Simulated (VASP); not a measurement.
**Ga2O3: single point with PBE**

Crystal: Ga2O3.

```
CELL_PARAMETERS angstrom
6.22613 -1.54177 0.01122
6.22613 1.54177 0.01122
-1.40268 0.00000 5.70753
ATOMIC_POSITIONS crystal
Ga 0.08994 0.08994 0.79472
Ga 0.91006 0.91006 0.20528
Ga 0.65850 0.65850 0.31412
Ga 0.34150 0.34150 0.68588
O 0.16354 0.16354 0.10918
O 0.83646 0.83646 0.89082
O 0.17369 0.17369 0.56431
O 0.82631 0.82631 0.43569
O 0.49601 0.49601 0.25664
O 0.50399 0.50399 0.74336
```

```yaml
Program: VASP 6.6.1
Task: single point
Functional: PBE
Potentials_or_basis: VASP PAW PBE potentials, release 64 (Ga_d, O)
Cutoff: 520 eV
k_mesh: 8 × 8 × 4
Occupations: gaussian, width 0.01 eV
Spin: no spin polarisation
Dipole_correction: no
Further_INCAR_settings: ALGO = Normal; EDIFF = 1e-06; NBANDS = 55
```

The pressure is 0.6 GPa, the largest force is 0.024 eV/Å and the band gap on the k mesh is 2.00 eV (least direct gap 2.02 eV).

Forces in eV/Å, atoms in the order of the input:
```
Ga   0.001  0.000  0.005
Ga  -0.001  0.000 -0.005
Ga  -0.010  0.000 -0.001
Ga   0.010  0.000  0.001
O    0.020  0.000 -0.014
O   -0.020  0.000  0.014
O   -0.009  0.000 -0.003
O    0.009  0.000  0.003
O    0.005  0.000  0.007
O   -0.005  0.000 -0.007
```

Stress tensor (GPa, compression positive):
```
0.56 0.00 0.03
0.00 0.68 0.00
0.03 0.00 0.57
```

Levels at points of the mesh, in eV from the valence-band top:
```csv
k point,band 40,band 41,band 42,band 43,band 44,band 45,band 46,band 47,band 48,band 49
"(0.00, 0.00, 0.00)",-0.69,-0.66,-0.46,-0.28,-0.02,2.00,5.36,6.28,6.45,7.54
"(0.50, 0.00, 0.00)",-1.27,-0.76,-0.69,-0.47,-0.09,5.34,6.14,6.81,7.02,7.75
"(0.50, 0.50, 0.00)",-1.01,-0.68,-0.67,-0.42,-0.13,4.18,4.41,5.62,6.16,7.71
"(0.00, 0.00, 0.50)",-1.37,-0.63,-0.59,-0.53,-0.29,4.35,4.55,6.28,6.81,7.50
"(0.50, 0.00, 0.50)",-1.23,-1.04,-0.97,-0.69,-0.61,6.47,6.53,7.46,7.62,8.17
"(0.50, 0.50, 0.50)",-0.70,-0.63,-0.63,-0.58,-0.01,4.75,4.97,5.81,6.10,6.80
```

Wall time 10 min on 1 thread of Intel(R) Xeon(R) Platinum 8375C CPU @ 2.90GHz (Ice Lake), on a shared host, peak memory 0.53 GiB.

A k mesh can miss the band edges.
